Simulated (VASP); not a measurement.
# MoS2 (P6_3/mmc) in VASP: notebook, part 2 of 2

VASP 6.6.1.

## Step 4: Single point, PBE (zz strain of +3 %)

The input, INCAR:

```
SYSTEM = MoS2
PREC = Accurate
ENCUT = 520
EDIFF = 1E-7
ISMEAR = -1
SIGMA = 0.03
LREAL = .False.
LASPH = .True.
NELM = 60
ALGO = Normal
ISIF = 2
LWAVE = .False.
LCHARG = .False.
GGA = PE
NBANDS = 35
```

The input, KPOINTS:

```
Automatic mesh
0
Gamma
  10 10 3
  0 0 0
```

The input, POSCAR:

```
MoS2
1.0
    3.1610016016      0.0000000000      0.0000000000
   -1.5805008008      2.7375076884      0.0000000000
    0.0000000000      0.0000000000     12.6638500000
Mo S
2 4
Direct
    0.3333333333      0.6666666667      0.2500000000
    0.6666666667      0.3333333333      0.7500000000
    0.3333333333      0.6666666667      0.6275000000
    0.6666666667      0.3333333333      0.1275000000
    0.3333333333      0.6666666667      0.8725000000
    0.6666666667      0.3333333333      0.3725000000
```

Potentials or basis: VASP PAW PBE potentials, release 64 (Mo_sv, S).

Launch:

```
$ cat potpaw_PBE.64/Mo_sv/POTCAR potpaw_PBE.64/S/POTCAR > POTCAR
$ mpirun -np 1 vasp_std > vasp.out
```

OUTCAR:

```text
SYSTEM = MoS2
   PREC = Accurate
   ENCUT = 520
   EDIFF = 1E-7
   ISMEAR = -1
   LREAL = .False.
   LASPH = .True.
   NELM = 60
   ISIF = 2
   GGA = PE

 ion  position               nearest neighbor table
   1  0.333  0.667  0.250-   4 2.40   6 2.40   4 2.40   6 2.40   4 2.40   6 2.40
   2  0.667  0.333  0.750-   3 2.40   5 2.40   3 2.40   5 2.40   3 2.40   5 2.40
   3  0.333  0.667  0.627-   2 2.40   2 2.40   2 2.40
   4  0.667  0.333  0.127-   1 2.40   1 2.40   1 2.40
   5  0.333  0.667  0.873-   2 2.40   2 2.40   2 2.40
   6  0.667  0.333  0.373-   1 2.40   1 2.40   1 2.40

  LATTYP: Found a hexagonal cell.
 ALAT       =     3.1610016016
 C/A-ratio  =     4.0062776285

  Lattice vectors:

 A1 = (   3.1610016016,   0.0000000000,   0.0000000000)
 A2 = (  -1.5805008008,   2.7375076884,   0.0000000000)
 A3 = (   0.0000000000,   0.0000000000,  12.6638500000)

Analysis of symmetry for initial positions (statically):
=====================================================================
 Subroutine PRICEL returns:
 Original cell was already a primitive cell.

 Routine SETGRP: Setting up the symmetry group for a
 hexagonal supercell.

 Subroutine GETGRP returns: Found 24 space group operations
 (whereof 12 operations were pure point group operations)
 out of a pool of 24 trial point group operations.

The static configuration has the point symmetry D_3d.
 The point group associated with its full space group is D_6h.

Analysis of symmetry for dynamics (positions and initial velocities):
=====================================================================
 Subroutine PRICEL returns:
 Original cell was already a primitive cell.

 Routine SETGRP: Setting up the symmetry group for a
 hexagonal supercell.

 Subroutine GETGRP returns: Found 24 space group operations
 (whereof 12 operations were pure point group operations)
 out of a pool of 24 trial point group operations.

The dynamic configuration has the point symmetry D_3d.
 The point group associated with its full space group is D_6h.

 Subroutine INISYM returns: Found 24 space group operations
 (whereof 12 operations are pure point group operations),
 and found     1 'primitive' translations

----------------------------------------------------------------------------------------

                                     Primitive cell

  volume of cell :     109.5837

  direct lattice vectors                    reciprocal lattice vectors
     3.161001602  0.000000000  0.000000000     0.316355423  0.182647889  0.000000000
    -1.580500801  2.737507688  0.000000000     0.000000000  0.365295778  0.000000000
     0.000000000  0.000000000 12.663850000     0.000000000  0.000000000  0.078964928

  length of vectors
     3.161001602  3.161001602 12.663850000     0.365295778  0.365295778  0.078964928

  position of ions in fractional coordinates (direct lattice)
     0.333333333  0.666666667  0.250000000
     0.666666667  0.333333333  0.750000000
     0.333333333  0.666666667  0.627500000
     0.666666667  0.333333333  0.127500000
     0.333333333  0.666666667  0.872500000
     0.666666667  0.333333333  0.372500000

  ion indices of the primitive-cell ions
   primitive index   ion index
[... 23 lines left out ...]
     0.036529578  0.036529578  0.026321643

  Shift w.r.t. Gamma in fractional coordinates (k-lattice)
     0.000000000  0.000000000  0.000000000

 Subroutine IBZKPT returns following result:
 ===========================================

 Found     28 irreducible k-points:

 Following reciprocal coordinates:
            Coordinates               Weight
  0.000000  0.000000  0.000000      1.000000
  0.100000 -0.000000  0.000000      6.000000
  0.200000 -0.000000  0.000000      6.000000
  0.300000 -0.000000  0.000000      6.000000
  0.400000 -0.000000  0.000000      6.000000
  0.500000 -0.000000  0.000000      3.000000
[... 16 lines left out ...]
  0.300000  0.100000  0.333333     24.000000
  0.400000  0.100000  0.333333     24.000000
 [... further k-points ...]
   k-points           NKPTS =     28   k-points in BZ     NKDIM =     28   number of bands    NBANDS=     35
   number of dos      NEDOS =    301   number of ions     NIONS =      6
   total plane-waves  NPLWV =  55296
   dimension x,y,z NGX =    24 NGY =   24 NGZ =   96
   dimension x,y,z NGXF=    48 NGYF=   48 NGZF=  192
   ions per type =               2   4
   NGX,Y,Z   is equivalent  to a cutoff of  12.62, 12.62, 12.60 a.u.
   NGXF,Y,Z  is equivalent  to a cutoff of  25.24, 25.24, 25.20 a.u.
 SYSTEM =  MoS2
   PREC   = accura    normal or accurate (medium, high low for compatibility)
   ISTART =      0    job   : 0-new  1-cont  2-samecut
   ICHARG =      2    charge: 1-file 2-atom 10-const
   ISPIN  =      1    spin polarized calculation?
   LNONCOLLINEAR =      F non collinear calculations
   LSORBIT =      F    spin-orbit coupling
   LASPH  =      T    aspherical Exc in radial PAW
   ENCUT  =  520.0 eV  38.22 Ry    6.18 a.u.   5.88  5.88 23.55*2*pi/ulx,y,z
   NELM   =     60;   NELMIN=  2; NELMDL= -5     # of ELM steps
   EDIFF  = 0.1E-06   stopping-criterion for ELM
   LREAL  =      F    real-space projection
   EDIFFG = 0.1E-05   stopping-criterion for IOM
   NSW    =      0    number of steps for IOM
   IBRION =     -1    ionic relax: 0-MD 1-quasi-New 2-CG
   NFREE  =      0    steps in history (QN), initial steepest desc. (CG)
   ISIF   =      2    stress and relaxation
   ISYM   =      2    0-nonsym 1-usesym 2-fastsym
   POTIM  = 0.5000    time-step for ionic-motion
   TEBEG  =    0.0;   TEEND  =   0.0 temperature during run
   PSTRESS=    0.0 pullay stress
   NELECT =      52.0000    total number of electrons
   NUPDOWN=      -1.0000    fix difference up-down
   EMIN   =  10.00;   EMAX   =-10.00  energy-range for DOS
   EFERMI =   0.00;   METHOD = LEGACY
   ISMEAR =    -1;   SIGMA  =   0.03  broadening in eV -4-tet -1-fermi 0-gaus
   EFERMI_NEDOS =   21; number of points for ismear=-14 and -15
   IALGO  =     38    algorithm
   IMIX   =      4    mixing-type and parameters
     AMIX     =   0.40;   BMIX     =  1.00
     AMIX_MAG =   1.60;   BMIX_MAG =  1.00
  volume/ion in A,a.u.               =      18.26       123.25
  Fermi-wavevector in a.u.,A,eV,Ry     =   1.276911  2.413012 22.184327  1.630502
  Thomas-Fermi vector in A             =   2.409541
   LORBIT       =      0    0 simple, 1 ext, 2 COOP (PROOUT), +10 PAW based schemes
   GGA     = PE    functional components
   LHFCALC =     F    Hartree Fock is set to
   AEXX    =    0.0000 exact exchange contribution
   IVDW    =     0    specifies the selected vdW correction
   LEPSILON=     F    determine dielectric tensor
   LRPA    =     F    only Hartree local field effects (RPA)
 non-spin polarized calculation
  energy-cutoff  :      520.00
  volume of cell :      109.58
 maximum number of plane-waves:      2970
 NGX is ok and might be reduce to    24
   NGX = 11   NGY = 11   NGZ = 47

 number of electron      51.9999998 magnetization

 Free energy of the ion-electron system (eV)
  ---------------------------------------------------
  ext. energy  EPLUGINS =         0.00000000
  ---------------------------------------------------
  free energy    TOTEN  =       -43.64010070 eV

  energy without entropy =      -43.64010070  energy(sigma->0) =      -43.64010070

 E-fermi :   7.6456     XC(G=0): -10.6282

 val. band max:        7.1249121391   @ k =   0.0000   0.0000   0.0000
 cond. band min:       8.2322778300   @ k =   0.2000   0.2000   0.0000
 fundamental gap:      1.1073656909
 Fermi energy:         7.6456065771

 k-point     1 :       0.0000    0.0000    0.0000
  band No.  band energies     occupation
      1     -54.2951      2.00000
      2     -54.2951      2.00000
      3     -28.4548      2.00000
      4     -28.4548      2.00000
      5     -28.2284      2.00000
      6     -28.2284      2.00000
[... 901 lines left out ...]
     34      10.9843      0.00000
     35      13.1009      0.00000

 [... further k-points ...]
[... 5 lines left out ...]
  --------------------------------------------------------------------------------------
  -------------------------------------------------------------------------------------
  Total        2.2381543      2.2381543      2.8716101     -0.0000000     -0.0000000      0.0000000
  in kB       32.7231256     32.7231256     41.9846213     -0.0000000     -0.0000000      0.0000000
  external PRESSURE =      35.8102908 kB  Pullay stress =       0.0000000 kB

 VOLUME and BASIS-vectors are now :
 -----------------------------------------------------------------------------
  energy-cutoff  :      520.00
  volume of cell :      109.58
      direct lattice vectors                 reciprocal lattice vectors
     3.161001602  0.000000000  0.000000000     0.316355423  0.182647889  0.000000000
    -1.580500801  2.737507688  0.000000000     0.000000000  0.365295778  0.000000000
     0.000000000  0.000000000 12.663850000     0.000000000  0.000000000  0.078964928

 POSITION                                       TOTAL-FORCE (eV/Angst)
 -----------------------------------------------------------------------------------
     -0.00000      1.82501      3.16596        -0.000000      0.000000      0.000000
      1.58050      0.91250      9.49789         0.000000     -0.000000      0.000000
     -0.00000      1.82501      7.94657        -0.000000      0.000000     -0.290351
      1.58050      0.91250      1.61464         0.000000      0.000000     -0.290351
     -0.00000      1.82501     11.04921        -0.000000      0.000000      0.290351
      1.58050      0.91250      4.71728         0.000000     -0.000000      0.290351
 -----------------------------------------------------------------------------------
    total drift:                                0.000000     -0.000000      0.000000

  FREE ENERGIE OF THE ION-ELECTRON SYSTEM (eV)
  ---------------------------------------------------
  free  energy   TOTEN  =       -43.6401006993 eV

  energy  without entropy=      -43.6401006990  energy(sigma->0) =      -43.64010070
```

stdout:

```text
POSCAR found type information on POSCAR MoS
 POSCAR found :  2 types and       6 ions
 scaLAPACK will be used
 LDA part: xc-table for (Slater+PW92), standard interpolation
 POSCAR, INCAR and KPOINTS ok, starting setup
 FFT: planning ... GRIDC
 FFT: planning ... GRID_SOFT
 FFT: planning ... GRID
 WAVECAR not read
 entering main loop
```

It took 2.2 min on 1 thread of Intel Xeon 8259CL, shared host; peak memory 0.27 GiB.

What came out:

```
Free energy            : -43.6401 eV
Pressure               : 3.6 GPa
Largest force          : 0.290 eV/Å
Band gap on the k mesh : 1.11 eV (least direct gap 1.91 eV)
```

Forces in eV/Å, atoms in the order of the input:
```
Mo   0.000  0.000  0.000
Mo   0.000  0.000  0.000
S    0.000  0.000 -0.290
S    0.000  0.000 -0.290
S    0.000  0.000  0.290
S    0.000  0.000  0.290
```

Caveat: the cell differs from its parent crystal (zz strain of +3 %); the cell stands under pressure; this functional lacks dispersion, which binds layers or chains, so the pressure and a relaxed spacing across them are unreliable. A k mesh can miss the band edges.

## Step 5: The runs side by side

```csv
cell,gap on the mesh (eV),pressure (GPa),largest force (eV/Å)
"a = 3.161, b = 3.161, c = 12.049 Å, angles 90.0, 90.0, 120.0°, 6 atoms",0.62,12.6,1.86
"a = 3.161, b = 3.161, c = 12.418 Å, angles 90.0, 90.0, 120.0°, 6 atoms",1.00,6.9,0.88
"a = 3.161, b = 3.161, c = 12.664 Å, angles 90.0, 90.0, 120.0°, 6 atoms",1.11,3.6,0.29
```

Alike in all rows: task single point; level PBE; potentials or basis VASP PAW PBE potentials, release 64 (Mo_sv, S); no spin polarisation; k mesh 10 × 10 × 3; cutoff (eV) 520; smearing fermi-dirac 0.03 eV.

Caveats: this functional lacks dispersion, which binds layers or chains, so the pressure and a relaxed spacing across them are unreliable; the cell stands under pressure (at least some runs); the stress differs along the axes, from 9 to 20 GPa (at least some runs); semilocal functionals underestimate gaps, and a narrow one can read as zero (at least some runs); forces of over 1 eV/Å act on the atoms, so gaps and moduli don't describe the material at rest (at least some runs).

Total energies depend on the potentials used, so only differences within one code and one set of settings carry meaning.
